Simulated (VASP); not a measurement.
Input of a VASP 6.6.1 run:

The input INCAR:

```
SYSTEM = TiO2
  PREC = Accurate
  ENCUT = 520
  EDIFF = 1E-7
  ISMEAR = 0
  SIGMA = 0.01
  LREAL = .False.
  LASPH = .True.
  NELM = 80
  ALGO = Normal
  ISIF = 2
  LWAVE = .False.
  LCHARG = .False.
  GGA = PE
  NBANDS = 60
```

Contents of KPOINTS:

```
regular mesh
0
Gamma
  6 6 3
  0 0 0
```

The input POSCAR:

```
TiO2
1.0
    3.7850000000      0.0000000000      0.0000000000
    0.0000000000      3.7850000000      0.0000000000
    0.0000000000      0.0000000000      9.4188600000
Ti O
4 8
Direct
    0.0000000000      0.0000000000      0.0000000000
    0.5000000000      0.5000000000      0.5000000000
    0.0000000000      0.5000000000      0.2500000000
    0.5000000000      0.0000000000      0.7500000000
    0.0000000000      0.0000000000      0.2081000000
    0.5000000000      0.5000000000      0.7081000000
    0.0000000000      0.5000000000      0.4581000000
    0.5000000000      0.0000000000      0.9581000000
    0.5000000000      0.0000000000      0.5419000000
    0.0000000000      0.5000000000      0.0419000000
    0.5000000000      0.5000000000      0.2919000000
    0.0000000000      0.0000000000      0.7919000000
```

Potentials or basis: VASP PAW PBE potentials, release 64 (Ti_sv, O).

Run with:

```bash
$ cat potpaw_PBE.64/Ti_sv/POTCAR potpaw_PBE.64/O/POTCAR > POTCAR
$ mpirun -np 1 vasp_std > vasp.out
```

Q: What does it give for the largest force?

A: 0.333 eV/Å.

Q: Estimate the band gap on the k mesh.

A: 2.15 eV.

Stress tensor (GPa, compression positive):
```
 6.81  0.00  0.00
 0.00  6.81  0.00
 0.00  0.00 11.23
```

Caveat: the cell stands under pressure; an odd mesh through Γ misses points on the zone boundary, where band edges can lie.
